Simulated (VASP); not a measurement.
A run of VASP 6.6.1:

The input INCAR:

```
PREC = Accurate
ENCUT = 520
EDIFF = 1E-7
ISMEAR = 0
SIGMA = 0.15
LREAL = F
LASPH = T
NELM = 60
ALGO = Fast
ISIF = 2
LWAVE = F
LCHARG = F
NBANDS = 33
```

File KPOINTS:

```
regular mesh
0
Gamma
  10 10 10
```

Contents of POSCAR:

```
In3Cu
1.0
    4.2926287029     -0.0381105050     -0.0381105050
   -0.0381105050      4.2926287029     -0.0381105050
   -0.0381105050     -0.0381105050      4.2926287029
In Cu
3 1
Direct
    0.0000000000      0.5000000000      0.5000000000
    0.5000000000      0.0000000000      0.5000000000
    0.5000000000      0.5000000000      0.0000000000
    0.0000000000      0.0000000000      0.0000000000
```

Potentials or basis: VASP PAW LDA potentials, release 64 (In_d, Cu).

The run is started by

```console
$ cat potpaw_LDA.64/In_d/POTCAR potpaw_LDA.64/Cu/POTCAR > POTCAR
$ mpirun -np 1 vasp_std > vasp.out
```

Hardware: 1 thread of Intel(R) Xeon(R) 6975P-C (Granite Rapids) (shared host).

Task: Estimate the wall time of this run.

Result: Run time: 4.2 min on 1 thread of Intel(R) Xeon(R) 6975P-C (Granite Rapids), on a shared host, peak memory 0.35 GiB. Counts: scf iterations 22, k points 116.
